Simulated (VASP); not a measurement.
# ZnO (k07) (P6_3/mmc) in VASP: further runs

ZnO (k07) is run at these levels: PBEsol; tasks: single point, relaxation of cell and atoms.

Everything below comes from runs of VASP 6.6.1. Logs are shortened: lines on timing, memory, paths and dates and some standing lists are left out, and cuts for length are marked.

## (1) The cell of the first run

It takes space group P6_3/mmc (No. 194, hexagonal). Conventional cell: a = 3.412 Å, b = 3.412 Å, c = 4.483 Å, α = 90.00°, β = 90.00°, γ = 120.00°. Within 2.6 Å of Zn (site symmetry -6m2) lie 5 O at 1.97 to 2.24 Å. Within 2.6 Å of O (site symmetry -6m2) lie 5 Zn at 1.97 to 2.24 Å.

## (2) Single point, PBEsol

INCAR

```
SYSTEM = ZnO
  PREC = Accurate
  ENCUT = 520
  EDIFF = 1E-6
  ISMEAR = 0
  SIGMA = 0.02
  LREAL = .False.
  LASPH = .True.
  NELM = 100
  ALGO = Normal
  ISIF = 2
  LWAVE = .False.
  LCHARG = .False.
  GGA = PS
  NBANDS = 26
```

KPOINTS

```
Automatic mesh
0
Gamma
  15 15 8
  0 0 0
```

POSCAR

```
ZnO
1.0
    3.4123471112      0.0000000000      0.0000000000
   -1.7061735556      2.9551792848      0.0000000000
    0.0000000000      0.0000000000      4.4832122949
Zn O
2 2
Direct
    0.3333333333      0.6666666667      0.0000000000
    0.6666666667      0.3333333333      0.5000000000
    0.3333333333      0.6666666667      0.5000000000
    0.6666666667      0.3333333333      1.0000000000
```

Potentials or basis: VASP PAW PBE potentials, release 64 (Zn, O).

The run is started by

```
$ cat potpaw_PBE.64/Zn/POTCAR potpaw_PBE.64/O/POTCAR > POTCAR
$ mpirun -np 1 vasp_std > vasp.out
```

OUTCAR:

```text
SYSTEM = ZnO
   PREC = Accurate
   ENCUT = 520
   EDIFF = 1E-6
   ISMEAR = 0
   LREAL = .False.
   LASPH = .True.
   NELM = 100
   ISIF = 2
   GGA = PS

 ion  position               nearest neighbor table
   1  0.333  0.667  0.000-   4 1.97   4 1.97   4 1.97   3 2.24   3 2.24   2 2.98   2 2.98   2 2.98
                             2 2.98   2 2.98   2 2.98
   2  0.667  0.333  0.500-   3 1.97   3 1.97   3 1.97   4 2.24   4 2.24   1 2.98   1 2.98   1 2.98
                             1 2.98   1 2.98   1 2.98
   3  0.333  0.667  0.500-   2 1.97   2 1.97   2 1.97   1 2.24   1 2.24
   4  0.667  0.333  0.000-   1 1.97   1 1.97   1 1.97   2 2.24   2 2.24

  LATTYP: Found a hexagonal cell.
 ALAT       =     3.4123471112
 C/A-ratio  =     1.3138207072

  Lattice vectors:

 A1 = (   3.4123471112,   0.0000000000,   0.0000000000)
 A2 = (  -1.7061735556,   2.9551792848,   0.0000000000)
 A3 = (   0.0000000000,   0.0000000000,   4.4832122949)

Analysis of symmetry for initial positions (statically):
=====================================================================
 Subroutine PRICEL returns:
 Original cell was already a primitive cell.

 Routine SETGRP: Setting up the symmetry group for a
 hexagonal supercell.

 Subroutine GETGRP returns: Found 24 space group operations
 (whereof 12 operations were pure point group operations)
 out of a pool of 24 trial point group operations.

The static configuration has the point symmetry D_3h.
 The point group associated with its full space group is D_6h.

Analysis of symmetry for dynamics (positions and initial velocities):
=====================================================================
 Subroutine PRICEL returns:
 Original cell was already a primitive cell.

 Routine SETGRP: Setting up the symmetry group for a
 hexagonal supercell.

 Subroutine GETGRP returns: Found 24 space group operations
 (whereof 12 operations were pure point group operations)
 out of a pool of 24 trial point group operations.

The dynamic configuration has the point symmetry D_3h.
 The point group associated with its full space group is D_6h.

 Subroutine INISYM returns: Found 24 space group operations
 (whereof 12 operations are pure point group operations),
 and found     1 'primitive' translations

----------------------------------------------------------------------------------------

                                     Primitive cell

  volume of cell :      45.2091

  direct lattice vectors                    reciprocal lattice vectors
     3.412347111  0.000000000  0.000000000     0.293053423  0.169194472  0.000000000
    -1.706173556  2.955179285  0.000000000     0.000000000  0.338388945  0.000000000
     0.000000000  0.000000000  4.483212295     0.000000000  0.000000000  0.223054349

  length of vectors
     3.412347111  3.412347111  4.483212295     0.338388945  0.338388945  0.223054349

  position of ions in fractional coordinates (direct lattice)
     0.333333333  0.666666667  0.000000000
     0.666666667  0.333333333  0.500000000
     0.333333333  0.666666667  0.500000000
     0.666666667  0.333333333  0.000000000

  ion indices of the primitive-cell ions
   primitive index   ion index
                 1           1
                 2           2
                 3           3
                 4           4

----------------------------------------------------------------------------------------

 KPOINTS: Automatic mesh

Automatic generation of k-mesh.
 Grid dimensions read from file:
 generate k-points for:   15   15    8

 Generating k-lattice:

  Cartesian coordinates                     Fractional coordinates (reciprocal lattice)
     0.019536895  0.011279631  0.000000000     0.066666667  0.000000000  0.000000000
     0.000000000  0.022559263  0.000000000     0.000000000  0.066666667  0.000000000
     0.000000000  0.000000000  0.027881794     0.000000000  0.000000000  0.125000000

  Length of vectors
     0.022559263  0.022559263  0.027881794

  Shift w.r.t. Gamma in fractional coordinates (k-lattice)
     0.000000000  0.000000000  0.000000000

 Subroutine IBZKPT returns following result:
 ===========================================

 Found    135 irreducible k-points:

 Following reciprocal coordinates:
            Coordinates               Weight
  0.000000  0.000000  0.000000      1.000000
  0.066667 -0.000000  0.000000      6.000000
  0.133333  0.000000  0.000000      6.000000
  0.200000 -0.000000  0.000000      6.000000
  0.266667  0.000000  0.000000      6.000000
  0.333333 -0.000000  0.000000      6.000000
[... 16 lines left out ...]
  0.333333  0.200000  0.000000     12.000000
  0.400000  0.200000  0.000000      6.000000
 [... further k-points ...]
   k-points           NKPTS =    135   k-points in BZ     NKDIM =    135   number of bands    NBANDS=     26
   number of dos      NEDOS =    301   number of ions     NIONS =      4
   total plane-waves  NPLWV =  28224
   dimension x,y,z NGX =    28 NGY =   28 NGZ =   36
   dimension x,y,z NGXF=    56 NGYF=   56 NGZF=   72
   ions per type =               2   2
   NGX,Y,Z   is equivalent  to a cutoff of  13.64, 13.64, 13.35 a.u.
   NGXF,Y,Z  is equivalent  to a cutoff of  27.28, 27.28, 26.70 a.u.
 SYSTEM =  ZnO
   PREC   = accura    normal or accurate (medium, high low for compatibility)
   ISTART =      0    job   : 0-new  1-cont  2-samecut
   ICHARG =      2    charge: 1-file 2-atom 10-const
   ISPIN  =      1    spin polarized calculation?
   LNONCOLLINEAR =      F non collinear calculations
   LSORBIT =      F    spin-orbit coupling
   LASPH  =      T    aspherical Exc in radial PAW
   ENCUT  =  520.0 eV  38.22 Ry    6.18 a.u.   6.34  6.34  8.34*2*pi/ulx,y,z
   NELM   =    100;   NELMIN=  2; NELMDL= -5     # of ELM steps
   EDIFF  = 0.1E-05   stopping-criterion for ELM
   LREAL  =      F    real-space projection
   EDIFFG = 0.1E-04   stopping-criterion for IOM
   NSW    =      0    number of steps for IOM
   IBRION =     -1    ionic relax: 0-MD 1-quasi-New 2-CG
   NFREE  =      0    steps in history (QN), initial steepest desc. (CG)
   ISIF   =      2    stress and relaxation
   ISYM   =      2    0-nonsym 1-usesym 2-fastsym
   POTIM  = 0.5000    time-step for ionic-motion
   TEBEG  =    0.0;   TEEND  =   0.0 temperature during run
   PSTRESS=    0.0 pullay stress
   NELECT =      36.0000    total number of electrons
   NUPDOWN=      -1.0000    fix difference up-down
   EMIN   =  10.00;   EMAX   =-10.00  energy-range for DOS
   EFERMI =   0.00;   METHOD = LEGACY
   ISMEAR =     0;   SIGMA  =   0.02  broadening in eV -4-tet -1-fermi 0-gaus
   EFERMI_NEDOS =   21; number of points for ismear=-14 and -15
   IALGO  =     38    algorithm
   IMIX   =      4    mixing-type and parameters
     AMIX     =   0.40;   BMIX     =  1.00
     AMIX_MAG =   1.60;   BMIX_MAG =  1.00
  volume/ion in A,a.u.               =      11.30        76.27
  Fermi-wavevector in a.u.,A,eV,Ry     =   1.517400  2.867471 31.327472  2.302504
  Thomas-Fermi vector in A             =   2.626661
   LORBIT       =      0    0 simple, 1 ext, 2 COOP (PROOUT), +10 PAW based schemes
   GGA     = PS    functional components
   LHFCALC =     F    Hartree Fock is set to
   AEXX    =    0.0000 exact exchange contribution
   IVDW    =     0    specifies the selected vdW correction
   LEPSILON=     F    determine dielectric tensor
   LRPA    =     F    only Hartree local field effects (RPA)
 non-spin polarized calculation
 Gauss-broadening in eV      SIGMA  =   0.02
  energy-cutoff  :      520.00
  volume of cell :       45.21
 maximum number of plane-waves:      1237
 NGX is ok and might be reduce to    28
   NGX = 13   NGY = 13   NGZ = 17

 number of electron      36.0000017 magnetization

 Free energy of the ion-electron system (eV)
  ---------------------------------------------------
  ext. energy  EPLUGINS =         0.00000000
  ---------------------------------------------------
  free energy    TOTEN  =       -19.16930967 eV

  energy without entropy =      -19.16930967  energy(sigma->0) =      -19.16930967

 E-fermi :   1.4645     XC(G=0): -11.4894

 val. band max:        1.3438088711   @ k =   0.3333   0.3333   0.5000
 cond. band min:       2.2530620126   @ k =   0.0000   0.0000   0.0000
 fundamental gap:      0.9092531415
 Fermi energy:         1.4645386947

 k-point     1 :       0.0000    0.0000    0.0000
  band No.  band energies     occupation
      1     -16.7723      2.00000
      2     -15.5394      2.00000
      3      -4.4813      2.00000
      4      -4.4813      2.00000
      5      -4.3534      2.00000
      6      -4.3534      2.00000
[... 18 lines left out ...]
     25      14.4754      0.00000
     26      16.7442      0.00000

 k-point     2 :       0.0667   -0.0000    0.0000
  band No.  band energies     occupation
      1     -16.7469      2.00000
      2     -15.5361      2.00000
      3      -4.4851      2.00000
      4      -4.4624      2.00000
      5      -4.3694      2.00000
      6      -4.3213      2.00000
[... 18 lines left out ...]
     25      14.5879      0.00000
     26      17.3313      0.00000

 k-point     3 :       0.1333    0.0000    0.0000
  band No.  band energies     occupation
      1     -16.6737      2.00000
      2     -15.5281      2.00000
      3      -4.5080      2.00000
      4      -4.4035      2.00000
      5      -4.3920      2.00000
      6      -4.2306      2.00000
[... 18 lines left out ...]
     25      14.9258      0.00000
     26      16.9358      0.00000

 k-point     4 :       0.2000   -0.0000    0.0000
  band No.  band energies     occupation
      1     -16.5599      2.00000
      2     -15.5211      2.00000
      3      -4.5663      2.00000
      4      -4.3710      2.00000
      5      -4.3044      2.00000
      6      -4.0929      2.00000
[... 18 lines left out ...]
     25      15.4887      0.00000
     26      15.7192      0.00000

 k-point     5 :       0.2667    0.0000    0.0000
  band No.  band energies     occupation
      1     -16.4176      2.00000
      2     -15.5225      2.00000
      3      -4.6304      2.00000
      4      -4.2978      2.00000
      5      -4.1727      2.00000
      6      -3.9394      2.00000
[... 18 lines left out ...]
     25      14.6943      0.00000
     26      16.2603      0.00000

 k-point     6 :       0.3333   -0.0000    0.0000
  band No.  band energies     occupation
      1     -16.2638      2.00000
      2     -15.5397      2.00000
      3      -4.6731      2.00000
      4      -4.1766      2.00000
      5      -4.0259      2.00000
      6      -3.9428      2.00000
[... 427 lines left out ...]
 k-point    21 :       0.2000    0.2000    0.0000
  band No.  band energies     occupation
      1     -16.2258      2.00000
      2     -15.5455      2.00000
      3      -4.5034      2.00000
      4      -4.3139      2.00000
      5      -3.9630      2.00000
      6      -3.9327      2.00000
[... 18 lines left out ...]
     25      14.8308      0.00000
     26      15.0356      0.00000

 k-point    22 :       0.2667    0.2000    0.0000
  band No.  band energies     occupation
      1     -16.0880      2.00000
      2     -15.5820      2.00000
      3      -4.4311      2.00000
      4      -4.1868      2.00000
      5      -3.9032      2.00000
      6      -3.8391      2.00000
[... 18 lines left out ...]
     25      14.3594      0.00000
     26      15.0236      0.00000

 k-point    23 :       0.3333    0.2000    0.0000
  band No.  band energies     occupation
      1     -15.9687      2.00000
      2     -15.6321      2.00000
      3      -4.3626      2.00000
      4      -4.0214      2.00000
      5      -3.8554      2.00000
      6      -3.7461      2.00000
[... 18 lines left out ...]
     25      14.1631      0.00000
     26      14.5891      0.00000

 k-point    24 :       0.4000    0.2000    0.0000
  band No.  band energies     occupation
      1     -15.9129      2.00000
      2     -15.6633      2.00000
      3      -4.3323      2.00000
      4      -3.9288      2.00000
      5      -3.8065      2.00000
      6      -3.7792      2.00000
[... 18 lines left out ...]
     25      14.1037      0.00000
     26      14.1038      0.00000

 [... further k-points ...]

------------------------ aborting loop because EDIFF is reached ----------------------------------------

  FORCE on cell =-STRESS in cart. coord.  units (eV):
  Direction    XX          YY          ZZ          XY          YZ          ZX
  --------------------------------------------------------------------------------------
  -------------------------------------------------------------------------------------
  Total        0.3149769      0.3149769      0.2247541      0.0000000      0.0000000      0.0000000
  in kB       11.1625362     11.1625362      7.9651103      0.0000000      0.0000000      0.0000000
  external PRESSURE =      10.0967275 kB  Pullay stress =       0.0000000 kB

 VOLUME and BASIS-vectors are now :
 -----------------------------------------------------------------------------
  energy-cutoff  :      520.00
  volume of cell :       45.21
      direct lattice vectors                 reciprocal lattice vectors
     3.412347111  0.000000000  0.000000000     0.293053423  0.169194472  0.000000000
    -1.706173556  2.955179285  0.000000000     0.000000000  0.338388945  0.000000000
     0.000000000  0.000000000  4.483212295     0.000000000  0.000000000  0.223054349

 POSITION                                       TOTAL-FORCE (eV/Angst)
 -----------------------------------------------------------------------------------
     -0.00000      1.97012      0.00000         0.000000      0.000000      0.000000
      1.70617      0.98506      2.24161         0.000000      0.000000      0.000000
     -0.00000      1.97012      2.24161        -0.000000      0.000000      0.000000
      1.70617      0.98506      0.00000        -0.000000     -0.000000      0.000000
 -----------------------------------------------------------------------------------
    total drift:                               -0.000000      0.000000     -0.000000

  FREE ENERGIE OF THE ION-ELECTRON SYSTEM (eV)
  ---------------------------------------------------
  free  energy   TOTEN  =       -19.1693096681 eV

  energy  without entropy=      -19.1693096681  energy(sigma->0) =      -19.16930967
```

Run time: 3.5 min. Hardware: 1 thread of AMD EPYC 7R43 (Zen 3), shared host; peak memory 0.23 GiB.

Results:

```yaml
Free_energy: -19.1693 eV
Pressure: 1.0 GPa
Band_gap_on_the_k_mesh: 0.91 eV, indirect (least direct gap 0.95 eV)
```

Caveat: the PAW data sets were made with another functional, which shifts forces and pressure a little.

## (3) Relaxation of cell and atoms, PBEsol

This run uses another cell than the first one, of 11.90 Å³/atom, 1.053 times its volume.

INCAR

```
ALGO = Normal ; EDIFF = 1E-6
EDIFFG = -0.002 ; ENCUT = 600
GGA = PS ; IBRION = 2
ISIF = 3 ; ISMEAR = 0
LASPH = True ; LCHARG = False
LREAL = False ; LWAVE = False
NELM = 100 ; NSW = 100
PREC = Accurate ; SIGMA = 0.02
```

KPOINTS

```
k-points
0
Gamma
  15 15 8
```

POSCAR

```
ZnO
1.0
    3.2500000000      0.0000000000      0.0000000000
   -1.6250000000      2.8145825623      0.0000000000
    0.0000000000      0.0000000000      5.2050000000
Zn O
2 2
Direct
    0.3333333333      0.6666666667      0.0000000000
    0.6666666667      0.3333333333      0.5000000000
    0.3333333333      0.6666666667      0.5000000000
    0.6666666667      0.3333333333      1.0000000000
```

Potentials or basis: VASP PAW PBE potentials, release 64 (Zn, O).

The run is started by

```
$ cat potpaw_PBE.64/Zn/POTCAR potpaw_PBE.64/O/POTCAR > POTCAR
$ mpirun -np 1 vasp_std > vasp.out
```

It took 37 min on 1 thread of AMD EPYC 7R43 (Zen 3), shared host; peak memory 0.27 GiB.

The run converged. Its results:

| Property | Result |
| --- | --- |
| Free energy | -19.1782 eV |
| Relaxed volume | 11.37 Å³/atom |
| Relaxed cell | a = 3.419 Å, b = 3.419 Å, c = 4.490 Å, α = 90.00°, β = 90.00°, γ = 120.00° |
| Space group after relaxing (to 0.05 Å) | P6_3/mmc (No. 194) |
| Energy gained by relaxing | 68.4 meV/atom |
| Ionic steps | 17 |
| Pressure after relaxing | 0.0 GPa |
| Band gap on the k mesh | 0.89 eV, indirect (least direct gap 0.94 eV) |

The path:
| step | energy change (eV) | largest force (eV/Å) | pressure (GPa) | volume (Å³) |
| --- | --- | --- | --- | --- |
| 1 | 0.0000 | 0.0000 | 5.60 | 47.61 |
| 2 | -0.0755 | 0.0000 | -6.82 | 50.49 |
| 3 | -0.0902 | 0.0000 | -3.70 | 49.60 |
| 4 | -0.1549 | 0.0000 | -3.09 | 48.44 |
| 5 | -0.2656 | 0.0000 | 2.64 | 44.81 |
| 6 | -0.2660 | 0.0000 | 2.06 | 45.07 |
| 7 | -0.2709 | 0.0000 | -1.31 | 45.76 |
| 8 | -0.2735 | 0.0000 | -0.10 | 45.50 |
| 9 | -0.2735 | 0.0000 | -0.10 | 45.51 |
| 10 | -0.2735 | 0.0000 | -0.03 | 45.44 |
| 11 | -0.2735 | 0.0000 | 0.10 | 45.42 |
| 12 | -0.2735 | 0.0000 | 0.16 | 45.44 |
| 13 | -0.2735 | 0.0000 | 0.03 | 45.44 |
| 14 | -0.2735 | 0.0000 | 0.05 | 45.46 |
| 15 | -0.2735 | 0.0000 | -0.26 | 45.53 |
| 16 | -0.2735 | 0.0000 | -0.10 | 45.47 |
| 17 | -0.2735 | 0.0000 | -0.01 | 45.47 |

Final structure:
```xyz
4
Lattice="3.4194 0.0000 0.0000 -1.7097 2.9613 0.0000 0.0000 0.0000 4.4903" Properties=species:S:1:pos:R:3 pbc="T T T"
Zn    0.0000    1.9742    0.0000
Zn    1.7097    0.9871    2.2451
O     0.0000    1.9742    2.2451
O     1.7097    0.9871    0.0000
```

Levels at points of the mesh, in eV from the valence-band top:
| k point | band 16 | band 17 | band 18 | band 19 | band 20 | band 21 |
| --- | --- | --- | --- | --- | --- | --- |
| (0.00, 0.00, 0.00) | -0.80 | -0.05 | -0.05 | 0.89 | 4.83 | 9.81 |
| (0.00, 0.00, 0.50) | -0.36 | -0.36 | -0.36 | 4.27 | 4.27 | 11.34 |

Caveat: the PAW data sets were made with another functional, which shifts forces and pressure a little.
